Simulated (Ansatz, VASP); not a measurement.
**One calculation of VWC2, two programs**

Contents of INCAR:

```
PREC = Accurate ; ENCUT = 520
EDIFF = 1E-6 ; ISMEAR = -1
SIGMA = 0.05 ; LREAL = F
LASPH = T ; NELM = 150
ALGO = Normal ; ISIF = 2
LWAVE = F ; LCHARG = F
ISPIN = 2 ; MAGMOM = 0 2 0 0
LORBIT = 11 ; LMAXMIX = 4
NBANDS = 30
```

File KPOINTS:

```
Automatic mesh
0
Gamma
  10 10 10
```

POSCAR

```
VWC2
1.0
    1.5370044730      0.8873899462      4.9988202859
   -1.5370044730      0.8873899462      4.9988202859
    0.0000000000     -1.7747798924      4.9988202859
W V C
1 1 2
Direct
    0.0000000000      0.0000000000      0.0000000000
    0.5000000000      0.5000000000      0.5000000000
    0.2464940000      0.2464940000      0.2464940000
    0.7535060000      0.7535060000      0.7535060000
```

input.yaml

```yaml
crystal:
  lattice:
    - [1.537004473, 0.8873899462, 4.9988202859]
    - [-1.537004473, 0.8873899462, 4.9988202859]
    - [0.0, -1.7747798924, 4.9988202859]
  atoms:
    - { symbol: W, position: [0.0, 0.0, 0.0] }
    - { symbol: V, position: [0.5, 0.5, 0.5], spin: 2.0 }
    - { symbol: C, position: [0.246494, 0.246494, 0.246494] }
    - { symbol: C, position: [0.753506, 0.753506, 0.753506] }
hamiltonian:
  xc: lda
  pseudopotentials: { kind: paw }
magnetization:
  spin_polarized: true
kpoints:
  mp_grid: { grid: [10, 10, 10] }
scf:
  occupations: { method: fermi_dirac, width: 0.05 }
output:
  forces: true
  stress: true
  eigenvalues: true
```

Alike in both runs: task single point; functional LDA; k mesh 10 × 10 × 10; occupations fermi-dirac, width 0.05 eV; collinear spin.

|  | VASP | Ansatz |
| --- | --- | --- |
| version | VASP 6.6.1 | Ansatz 0.2.0 |
| potentials or method | VASP PAW LDA potentials, release 64 (W_sv, V_sv, C) | Ansatz PAW |
| plane-wave cutoff (eV) | 520 | 420 |
| valence electrons in the cell | 35 | 35 |

VASP gave:

```
gap on the k mesh at the Fermi level (eV) : none
pressure (GPa)                            : -26.5
rms of the force components (eV/Å)        : 0.106
net moment per atom (μB)                  : 0.00
```

Task: Which values does Ansatz return?

Result: gap on the k mesh at the Fermi level (eV): none; pressure (GPa): -27.8; rms of the force components (eV/Å): 0.124; net moment per atom (μB): 0.00.

LDA's correlation is that of Perdew and Zunger in VASP and of Perdew and Wang (1992) in Ansatz. Atom by atom the forces differ by 0.018 eV/Å (rms over components). A gap of «none» marks a metal or a gap that the smearing closes.

Neither program's run includes spin-orbit coupling.
